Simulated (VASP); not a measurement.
# Al15As16 (a cell with a defect) in VASP: single point with PBE

Aim: the single point of Al15As16 (a cell with a defect) with PBE.

Everything below comes from runs of VASP 6.6.1. Logs are shortened: lines on timing, memory, paths and dates and some standing lists are left out, and cuts for length are marked.

## (1) The cell of the first run

The cell holds a defect, 31 atoms: a = 9.921 Å, b = 9.921 Å, c = 9.921 Å, α = 109.47°, β = 109.47°, γ = 109.47°.

## (2) Single point, PBE, collinear spin

Contents of INCAR:

```
SYSTEM = Al15As16
ALGO = Normal
EDIFF = 1E-6
ENCUT = 400
GGA = PE
GGA_COMPAT = .False.
ISIF = 2
ISMEAR = 0
ISPIN = 2
LASPH = .True.
LCHARG = .True.
LELF = .True.
LORBIT = 11
LREAL = Auto
LVHAR = .True.
LWAVE = .False.
MAGMOM = 0 0 0 0 0 0 0 0 0 0 0 0 0 0 0 0.25 0 0 0 0 0 0 0 0 0 0 0 0 0.25 0.25 0.25
NBANDS = 88
NELECT = 127.0
NELM = 200
PREC = Accurate
SIGMA = 0.01
```

Contents of KPOINTS:

```
k-points
0
Gamma
  2 2 2
  0 0 0
```

Contents of POSCAR:

```
Al15As16
1.0
   -5.7279123196      5.7279123196     -5.7279123196
   -5.7279123196     -5.7279123196      5.7279123196
    5.7279123196      5.7279123196      5.7279123196
Al As
15 16
Direct
    0.4986211946     -0.0099309676      0.5000000000
    0.4986211946      0.7500000000      0.7400690324
    0.2500000000      0.2500000000      0.5000000000
    0.2414478379      0.0013788054      0.7513788054
    0.2500000000      0.7500000000      0.0000000000
   -0.0099309676      0.4986211946      0.5000000000
    0.0013788054      0.2414478379      0.7513788054
    0.0013788054      0.0013788054     -0.0085521621
   -0.0099309676      0.7500000000      0.2486211946
    0.7500000000      0.4986211946      0.7400690324
    0.7500000000      0.2500000000      0.0000000000
    0.7500000000     -0.0099309676      0.2486211946
    0.5099309676      0.5099309676      0.0085521621
    0.5099309676      0.2585521621      0.2599309676
    0.2585521621      0.5099309676      0.2599309676
   -0.0202844518     -0.0202844518      0.7297155482
    0.7500000000      0.2485099727      0.7484272486
    0.7500000000     -0.0015727514     -0.0014900273
    0.5015727514      0.5015727514      0.7500827242
    0.4999172758      0.2514900273      0.0014900273
    0.5015727514      0.0000827242      0.2515727514
    0.2485099727      0.7500000000      0.7484272486
    0.2514900273      0.4999172758      0.0014900273
    0.2514900273      0.2514900273      0.2499172758
    0.2485099727     -0.0015727514      0.5000000000
   -0.0015727514      0.7500000000     -0.0014900273
    0.0000827242      0.5015727514      0.2515727514
   -0.0015727514      0.2485099727      0.5000000000
    0.7500000000      0.7500000000      0.2702844518
    0.7500000000      0.5202844518      0.5000000000
    0.5202844518      0.7500000000      0.5000000000
```

Potentials or basis: VASP PAW PBE potentials, release 64 (Al, As).

Command:

```
> cat potpaw_PBE.64/Al/POTCAR potpaw_PBE.64/As/POTCAR > POTCAR
> mpirun -np 1 vasp_std > vasp.out
```

OUTCAR:

```text
SYSTEM = Al15As16
   EDIFF = 1E-6
   ENCUT = 400
   GGA = PE
   ISIF = 2
   ISMEAR = 0
   ISPIN = 2
   LASPH = .True.
   LORBIT = 11
   LREAL = Auto
   NELECT = 127.0
   NELM = 200
   PREC = Accurate

 ion  position               nearest neighbor table
   1  0.499  0.990  0.500-  31 2.46  17 2.51  21 2.51  25 2.51
   2  0.499  0.750  0.740-  31 2.46  18 2.51  19 2.51  22 2.51
   3  0.250  0.250  0.500-  25 2.49  28 2.49  19 2.49  24 2.49
   4  0.241  0.001  0.751-  16 2.46  22 2.51  25 2.51  20 2.51
   5  0.250  0.750  0.000-  22 2.49  26 2.49  21 2.49  23 2.49
   6  0.990  0.499  0.500-  30 2.46  22 2.51  27 2.51  28 2.51
   7  0.001  0.241  0.751-  16 2.46  17 2.51  28 2.51  23 2.51
   8  0.001  0.001  0.991-  16 2.46  18 2.51  26 2.51  24 2.51
   9  0.990  0.750  0.249-  29 2.46  25 2.51  27 2.51  26 2.51
  10  0.750  0.499  0.740-  30 2.46  26 2.51  19 2.51  17 2.51
  11  0.750  0.250  0.000-  17 2.49  18 2.49  27 2.49  20 2.49
  12  0.750  0.990  0.249-  29 2.46  28 2.51  21 2.51  18 2.51
  13  0.510  0.510  0.009-  29 2.46  23 2.51  20 2.51  19 2.51
  14  0.510  0.259  0.260-  30 2.46  24 2.51  20 2.51  21 2.51
  15  0.259  0.510  0.260-  31 2.46  24 2.51  23 2.51  27 2.51
  16  0.980  0.980  0.730-   4 2.46   7 2.46   8 2.46
  17  0.750  0.249  0.748-  11 2.49   7 2.51   1 2.51  10 2.51
  18  0.750  0.998  0.999-  11 2.49   8 2.51   2 2.51  12 2.51
  19  0.502  0.502  0.750-   3 2.49   2 2.51  10 2.51  13 2.51
  20  0.500  0.251  0.001-  11 2.49  13 2.51  14 2.51   4 2.51
  21  0.502  0.000  0.252-   5 2.49   1 2.51  12 2.51  14 2.51
  22  0.249  0.750  0.748-   5 2.49   4 2.51   6 2.51   2 2.51
  23  0.251  0.500  0.001-   5 2.49  13 2.51  15 2.51   7 2.51
  24  0.251  0.251  0.250-   3 2.49  14 2.51  15 2.51   8 2.51
  25  0.249  0.998  0.500-   3 2.49   4 2.51   9 2.51   1 2.51
  26  0.998  0.750  0.999-   5 2.49   8 2.51  10 2.51   9 2.51
  27  0.000  0.502  0.252-  11 2.49   9 2.51   6 2.51  15 2.51
  28  0.998  0.249  0.500-   3 2.49   7 2.51  12 2.51   6 2.51
  29  0.750  0.750  0.270-   9 2.46  12 2.46  13 2.46
  30  0.750  0.520  0.500-   6 2.46  10 2.46  14 2.46
  31  0.520  0.750  0.500-   1 2.46   2 2.46  15 2.46

  LATTYP: Found a body centered cubic cell.
 ALAT       =    11.4558246392

  Lattice vectors:

 A1 = (  -5.7279123196,   5.7279123196,  -5.7279123196)
 A2 = (  -5.7279123196,  -5.7279123196,   5.7279123196)
 A3 = (   5.7279123196,   5.7279123196,   5.7279123196)

Analysis of symmetry for initial positions (statically):
=====================================================================
 Subroutine PRICEL returns:
 Original cell was already a primitive cell.

 Routine SETGRP: Setting up the symmetry group for a
 body centered cubic supercell.

 Subroutine GETGRP returns: Found 24 space group operations
 (whereof  2 operations were pure point group operations)
 out of a pool of 48 trial point group operations.

The static configuration has the point symmetry C_1h.
 The point group associated with its full space group is T_d .

Analysis of symmetry for dynamics (positions and initial velocities):
=====================================================================
 Subroutine PRICEL returns:
 Original cell was already a primitive cell.

 Routine SETGRP: Setting up the symmetry group for a
 body centered cubic supercell.

 Subroutine GETGRP returns: Found 24 space group operations
 (whereof  2 operations were pure point group operations)
 out of a pool of 48 trial point group operations.

The dynamic configuration has the point symmetry C_1h.
 The point group associated with its full space group is T_d .

Analysis of structural, dynamic, and magnetic symmetry:
=====================================================================
 Subroutine PRICEL returns:
 Original cell was already a primitive cell.

 Routine SETGRP: Setting up the symmetry group for a
 body centered cubic supercell.

 Subroutine GETGRP returns: Found 24 space group operations
 (whereof  2 operations were pure point group operations)
 out of a pool of 48 trial point group operations.

The overall configuration has the point symmetry C_1h.
 The point group associated with its full space group is T_d .

 Subroutine INISYM returns: Found 24 space group operations
[... 117 lines left out ...]
   total plane-waves  NPLWV = 343000
   dimension x,y,z NGX =    70 NGY =   70 NGZ =   70
   dimension x,y,z NGXF=   140 NGYF=  140 NGZF=  140
   ions per type =              15  16
   NGX,Y,Z   is equivalent  to a cutoff of  11.73, 11.73, 11.73 a.u.
   NGXF,Y,Z  is equivalent  to a cutoff of  23.46, 23.46, 23.46 a.u.
 SYSTEM =  Al15As16
   PREC   = accura    normal or accurate (medium, high low for compatibility)
   ISTART =      0    job   : 0-new  1-cont  2-samecut
   ICHARG =      2    charge: 1-file 2-atom 10-const
   ISPIN  =      2    spin polarized calculation?
   LNONCOLLINEAR =      F non collinear calculations
   LSORBIT =      F    spin-orbit coupling
   LASPH  =      T    aspherical Exc in radial PAW
   ENCUT  =  400.0 eV  29.40 Ry    5.42 a.u.  16.18 16.18 16.18*2*pi/ulx,y,z
   NELM   =    200;   NELMIN=  2; NELMDL= -5     # of ELM steps
   EDIFF  = 0.1E-05   stopping-criterion for ELM
   LREAL  =      T    real-space projection
   EDIFFG = 0.1E-04   stopping-criterion for IOM
   NSW    =      0    number of steps for IOM
   IBRION =     -1    ionic relax: 0-MD 1-quasi-New 2-CG
   NFREE  =      0    steps in history (QN), initial steepest desc. (CG)
   ISIF   =      2    stress and relaxation
   ISYM   =      2    0-nonsym 1-usesym 2-fastsym
   POTIM  = 0.5000    time-step for ionic-motion
   TEBEG  =    0.0;   TEEND  =   0.0 temperature during run
   PSTRESS=    0.0 pullay stress
   NELECT =     127.0000    total number of electrons
   NUPDOWN=      -1.0000    fix difference up-down
   EMIN   =  10.00;   EMAX   =-10.00  energy-range for DOS
   EFERMI =   0.00;   METHOD = LEGACY
   ISMEAR =     0;   SIGMA  =   0.01  broadening in eV -4-tet -1-fermi 0-gaus
   EFERMI_NEDOS =   21; number of points for ismear=-14 and -15
   IALGO  =     38    algorithm
   IMIX   =      4    mixing-type and parameters
     AMIX     =   0.40;   BMIX     =  1.00
     AMIX_MAG =   1.60;   BMIX_MAG =  1.00
  volume/ion in A,a.u.               =      24.25       163.64
  Fermi-wavevector in a.u.,A,eV,Ry     =   0.905023  1.710246 11.144083  0.819067
  Thomas-Fermi vector in A             =   2.028541
   LORBIT       =     11    0 simple, 1 ext, 2 COOP (PROOUT), +10 PAW based schemes
   GGA     = PE    functional components
   LHFCALC =     F    Hartree Fock is set to
   AEXX    =    0.0000 exact exchange contribution
   IVDW    =     0    specifies the selected vdW correction
   LEPSILON=     F    determine dielectric tensor
   LRPA    =     F    only Hartree local field effects (RPA)
 spin polarized calculation
 Gauss-broadening in eV      SIGMA  =   0.01
  energy-cutoff  :      400.00
  volume of cell :      751.71
 maximum number of plane-waves:     13798
 NGX is ok and might be reduce to    70
   NGX = 33   NGY = 33   NGZ = 33

 number of electron     126.9999986 magnetization       1.0000000

 Free energy of the ion-electron system (eV)
  ---------------------------------------------------
  ext. energy  EPLUGINS =         0.00000000
  ---------------------------------------------------
  free energy    TOTEN  =      -135.57242817 eV

  energy without entropy =     -135.57110313  energy(sigma->0) =     -135.57176565

 E-fermi :   3.7489     XC(G=0):  -8.8775

 val. band max:        3.6781220592   @ k =   0.0000   0.0000   0.0000
 cond. band min:       3.7557597713   @ k =   0.5000   0.0000   0.0000
 fundamental gap:      0.0776377122
 Fermi energy:         3.7489190678

 spin component 1

 k-point     1 :       0.0000    0.0000    0.0000
  band No.  band energies     occupation
      1      -8.2918      1.00000
      2      -7.1386      1.00000
      3      -7.1386      1.00000
      4      -7.1310      1.00000
      5      -7.1310      1.00000
      6      -7.1310      1.00000
[... 223 lines left out ...]
     74       6.2226      0.00000
     75       6.9133      0.00000
 Fermi energy:         3.7489190678

 spin component 2

 k-point     1 :       0.0000    0.0000    0.0000
  band No.  band energies     occupation
      1      -8.2648      1.00000
      2      -7.1173      1.00000
      3      -7.1173      1.00000
      4      -7.1111      1.00000
      5      -7.1111      1.00000
      6      -7.1111      1.00000
[... 223 lines left out ...]
     74       6.2414      0.00000
     75       6.9292      0.00000
 [bands above 75 left out]

------------------------ aborting loop because EDIFF is reached ----------------------------------------

  FORCE on cell =-STRESS in cart. coord.  units (eV):
  Direction    XX          YY          ZZ          XY          YZ          ZX
  --------------------------------------------------------------------------------------
  -------------------------------------------------------------------------------------
  Total       10.9876015     10.9876015     10.9876015      0.0000000     -0.0000000     -0.0000000
  in kB       23.4187875     23.4187875     23.4187875      0.0000000     -0.0000000     -0.0000000
  external PRESSURE =      23.4187875 kB  Pullay stress =       0.0000000 kB

 VOLUME and BASIS-vectors are now :
 -----------------------------------------------------------------------------
  energy-cutoff  :      400.00
  volume of cell :      751.71
      direct lattice vectors                 reciprocal lattice vectors
    -5.727912320  5.727912320 -5.727912320    -0.087291839  0.087291839  0.000000000
    -5.727912320 -5.727912320  5.727912320    -0.087291839  0.000000000  0.087291839
     5.727912320  5.727912320  5.727912320     0.000000000  0.087291839  0.087291839

 POSITION                                       TOTAL-FORCE (eV/Angst)
 -----------------------------------------------------------------------------------
     -5.66313      0.04899      5.67893         0.018155     -0.006218      0.006218
     -2.91294      2.79917      5.67893         0.006218     -0.018155      0.006218
      0.00000      2.86396      2.86396         0.000000     -0.000000      0.000000
      2.91294      5.67893      2.92874        -0.006218      0.006218      0.018155
     -5.72791     -2.86396      2.86396         0.000000     -0.000000      0.000000
     -5.66313      5.67893      0.04899         0.018155      0.006218     -0.006218
[... 23 lines left out ...]
     -4.41212      4.17975      1.54817        -0.003744     -0.003744      0.003744
     -4.41212      1.54817      4.17975        -0.003744      0.003744     -0.003744
 -----------------------------------------------------------------------------------
    total drift:                                0.000008     -0.000005     -0.000005

  FREE ENERGIE OF THE ION-ELECTRON SYSTEM (eV)
  ---------------------------------------------------
  free  energy   TOTEN  =      -135.5724281686 eV

  energy  without entropy=     -135.5711031338  energy(sigma->0) =     -135.57176565

 total charge

# of ion       s       p       d       tot
------------------------------------------
    1        0.410   0.356   0.000   0.766
    2        0.410   0.356   0.000   0.766
    3        0.409   0.361   0.000   0.770
    4        0.410   0.356   0.000   0.766
    5        0.409   0.361   0.000   0.770
    6        0.410   0.356   0.000   0.766
[... 23 lines left out ...]
   30        1.239   1.566   0.024   2.829
   31        1.239   1.566   0.024   2.829
--------------------------------------------------
tot         25.502  31.429   0.377  57.308

 magnetization (x)

# of ion       s       p       d       tot
------------------------------------------
    1       -0.001   0.002   0.000   0.001
    2       -0.001   0.002   0.000   0.001
    3        0.000   0.001   0.000   0.001
    4       -0.001   0.002   0.000   0.001
    5        0.000   0.001   0.000   0.001
    6       -0.001   0.002   0.000   0.001
[... 23 lines left out ...]
   30        0.006   0.069   0.000   0.076
   31        0.006   0.069   0.000   0.076
--------------------------------------------------
tot          0.022   0.482   0.003   0.508
```

Run time: 12 min. Hardware: 1 thread of Intel Xeon Platinum 8259CL at 2.50GHz (Skylake/Cascade Lake), shared host; peak memory 1 GiB.

What came out:

```
Free energy                                           : -135.5724 eV
Largest force                                         : 0.020 eV/Å
Net moment                                            : 1.00 μB per cell
Site moments                                          : Al +0.00; As +0.08, +0.02 μB
Valence electrons inside the program's atomic spheres : Al 0.77; As 2.83, 2.87
```

Forces on the atoms (eV/Å):
```
Al   0.018 -0.006  0.006
Al   0.006 -0.018  0.006
Al   0.000  0.000  0.000
Al  -0.006  0.006  0.018
Al   0.000  0.000  0.000
Al   0.018  0.006 -0.006
Al  -0.006  0.018  0.006
Al  -0.018  0.006  0.006
Al  -0.006 -0.018 -0.006
Al   0.006  0.006 -0.018
Al   0.000  0.000  0.000
Al  -0.006 -0.006 -0.018
Al  -0.018 -0.006 -0.006
Al   0.006  0.018 -0.006
Al   0.006 -0.006  0.018
As   0.004 -0.004 -0.004
As  -0.005 -0.005  0.016
As   0.005  0.005  0.016
As   0.016  0.005  0.005
As   0.005 -0.005 -0.016
As  -0.005 -0.016  0.005
As  -0.005  0.016 -0.005
As   0.005 -0.016 -0.005
As   0.016 -0.005 -0.005
As  -0.016  0.005 -0.005
As   0.005  0.016  0.005
As  -0.005  0.005 -0.016
As  -0.016 -0.005  0.005
As   0.004  0.004  0.004
As  -0.004 -0.004  0.004
As  -0.004  0.004 -0.004
```

Levels at points of the mesh, in eV from the Fermi level:
Spin up:
```tsv
k point	band 62	band 63	band 64	band 65	band 66	band 67
(0.00, 0.00, 0.00)	-0.07	-0.07	-0.07	1.12	1.12	1.12
(0.50, 0.00, 0.00)	-0.59	-0.57	-0.11	1.80	1.91	2.27
(0.50, 0.50, 0.50)	-0.48	-0.48	-0.48	1.57	1.57	1.57
```
Spin down:
```csv
k point,band 61,band 62,band 63,band 64,band 65,band 66
"(0.00, 0.00, 0.00)",-0.72,0.04,0.04,0.04,1.13,1.13
"(0.50, 0.00, 0.00)",-0.64,-0.54,-0.46,0.01,1.81,1.93
"(0.50, 0.50, 0.50)",-1.09,-0.35,-0.35,-0.35,1.59,1.59
```

Caveat: the k points lie up to 0.39 Å⁻¹ apart; the cell carries a net charge on a neutralising background, which shifts energy and pressure; the cell is charged against a uniform background, so pressure and absolute levels hang on convention.
